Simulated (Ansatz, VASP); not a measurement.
## MgS in VASP and in Ansatz

```
Mg S
1.0
     0.00000    2.81621    2.81621
     2.81621    0.00000    2.81621
     2.81621    2.81621    0.00000
Mg S
1 1
Direct
  0.00000 0.00000 0.00000
  0.75000 0.75000 0.75000
```

Alike in both runs: task single point; functional PBE; k mesh 8 × 8 × 8; occupations gaussian, width 0.02 eV; no spin polarisation.

```csv
,VASP,Ansatz
version,VASP 6.6.1,Ansatz 0.2.0
potentials or method,"VASP PAW PBE potentials, release 64 (Mg, S), cutoff 520 eV","scalar-relativistic, plane waves, PAW"
valence electrons in the cell,8,16
```

|  | VASP | Ansatz | Ansatz less VASP |
| --- | --- | --- | --- |
| gap on the k mesh at the Fermi level (eV) | 3.54 | 3.54 | +0.007 |
| least direct gap on the mesh (eV) | 3.54 | 3.54 | +0.007 |
| pressure (GPa) | 1.9 | 2.0 | +0.15 |

VASP's potentials hold 8 valence electrons a cell and Ansatz's 16, so a difference there can come from the potentials and not from the codes.
